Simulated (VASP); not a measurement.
Set up this calculation in VASP 6.6.1, as the native input.

* Task: single point
* Functional: PBE
* Potentials or basis: VASP PAW PBE potentials, release 64 (Pt)
* Cutoff: 520 eV
* k mesh: 6 × 6 × 4
* Occupations: gaussian, width 0.1 eV
* Spin: no spin polarisation
* Dipole correction: no
* Further INCAR settings: ALGO = Normal; EDIFF = 1e-06; NBANDS = 39

The structure of Pt lies in POSCAR:

```
Pt
1.0
    4.2515056400      0.0000000000      0.0000000000
   -2.1257528200      3.6819118900      0.0000000000
    0.0000000000      0.0000000000      5.7712096200
Pt
6
Direct
    0.0000000000      0.0000000000      0.5000000000
    0.6666666700      0.3333333300      0.7959949400
    0.0000000000      0.0000000000      0.0000000000
    0.6666666700      0.3333333300      0.2040050600
    0.3333333300      0.6666666700      0.2040050600
    0.3333333300      0.6666666700      0.7959949400
```

This isn't the form of Pt at room conditions, which is fcc.

These files were run (other wordings do the same):

INCAR

```
PREC     = Accurate       # precision mode
ENCUT    = 520            # plane-wave cutoff, eV
EDIFF    = 1E-6           # SCF threshold, eV
ISMEAR   = 0              # smearing method
SIGMA    = 0.1            # smearing width, eV
LREAL    = False          # projectors in reciprocal space
LASPH    = True           # aspherical terms in the spheres
NELM     = 60             # most SCF steps
ALGO     = Normal         # electronic algorithm
ISIF     = 2              # what is computed and relaxed
LWAVE    = False          # write WAVECAR
LCHARG   = True           # write CHGCAR
GGA      = PE             # functional
LELF     = True           # ELF
LVHAR    = True         
NBANDS   = 39             # bands
```

KPOINTS

```
Automatic mesh
0
Gamma
  6 6 4
```

Potentials or basis: VASP PAW PBE potentials, release 64 (Pt).

Launch:

```bash
$ cat potpaw_PBE.64/Pt/POTCAR > POTCAR
$ mpirun -np 1 vasp_std > vasp.out
```

It gave:

| Quantity | Value |
| --- | --- |
| Pressure | 42.4 GPa |
| Largest force | 5.538 eV/Å |
| Band gap on the k mesh | zero (bands 30 and 31 overlap by 0.61 eV) |

Caveat: the cell stands under pressure; spin-orbit coupling is left out, which moves the levels of the heavy elements; forces of over 1 eV/Å act on the atoms, so gaps and moduli don't describe the material at rest.

It took 49 s on 1 thread of Intel(R) Xeon(R) Platinum 8488C (Sapphire Rapids), on a shared host, peak memory 0.23 GiB.
